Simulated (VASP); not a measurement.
Wanted: the native input for a VASP 6.6.1 run.

```
Task                   : single point
Functional             : r2SCAN
Potentials or basis    : VASP PAW PBE potentials, release 64 (Zn, S)
Cutoff                 : 520 eV
k mesh                 : 6 × 6 × 2
Occupations            : gaussian, width 0.05 eV
Spin                   : no spin polarisation
Dipole correction      : no
Further INCAR settings : ALGO = Normal; EDIFF = 1e-06; NBANDS = 46
```

The system is ZnS.

```
Zn S
1.0
    -2.70465   -2.70465    0.00000
     2.70465   -2.70465    0.00000
     0.00000    0.00000   10.66860
Zn S
4 4
Direct
  0.00000 0.00000 0.95068
  0.50000 0.50000 0.19014
  0.00000 0.00000 0.44365
  0.50000 0.50000 0.69717
  0.50000 0.00000 0.31689
  0.00000 0.50000 0.57041
  0.50000 0.00000 0.82392
  0.00000 0.50000 0.06338
```

This cell differs from its parent crystal: the distance across one plane changed.

The input as run:

POSCAR

```
ZnS
1.0
   -2.7046500000     -2.7046500000      0.0000000000
    2.7046500000     -2.7046500000      0.0000000000
    0.0000000000      0.0000000000     10.6686000000
Zn S
4 4
Direct
    0.0000000000      0.0000000000      0.9506812047
    0.5000000000      0.5000000000      0.1901362409
    0.0000000000      0.0000000000      0.4436512288
    0.5000000000      0.5000000000      0.6971662167
    0.5000000000      0.0000000000      0.3168937349
    0.0000000000      0.5000000000      0.5704087228
    0.5000000000      0.0000000000      0.8239237107
    0.0000000000      0.5000000000      0.0633787470
```

INCAR.step1

```
SYSTEM = ZnS
PREC = Accurate
ENCUT = 520
ISMEAR = 0
SIGMA = 0.05
LREAL = .FALSE.
LASPH = .TRUE.
NELM = 100
NBANDS = 46
GGA = PE
ALGO = Normal
EDIFF = 1E-4
LWAVE = .TRUE.
LCHARG = .FALSE.
```

INCAR.step2

```
SYSTEM = ZnS
PREC = Accurate
ENCUT = 520
EDIFF = 1E-6
ISMEAR = 0
SIGMA = 0.05
LREAL = .FALSE.
LASPH = .TRUE.
NELM = 100
ALGO = Normal
ISIF = 2
LWAVE = .FALSE.
LCHARG = .TRUE.
METAGGA = R2SCAN
LMIXTAU = .TRUE.
LELF = .TRUE.
LVHAR = .TRUE.
NBANDS = 46
ISTART = 1
```

KPOINTS

```
Automatic mesh
0
G
  6 6 2
  0 0 0
```

Potentials or basis: VASP PAW PBE potentials, release 64 (Zn, S).

Run with:

```sh
$ cat potpaw_PBE.64/Zn/POTCAR potpaw_PBE.64/S/POTCAR > POTCAR
$ cp INCAR.step1 INCAR
$ mpirun -np 1 vasp_std > vasp.out
$ cp INCAR.step2 INCAR
$ mpirun -np 1 vasp_std > vasp.out
```

Results of the run:

```json
{"Pressure": "0.4 GPa", "Largest force": "0.803 eV/Å", "Band gap on the k mesh": "2.68 eV"}
```

Caveat: the cell differs from its parent crystal (the distance across one plane changed); the PAW data sets were made with another functional, which shifts forces and pressure a little.

It took 10 min on 1 thread of Intel(R) Xeon(R) Platinum 8488C (Sapphire Rapids) (shared host), peak memory 0.36 GiB.
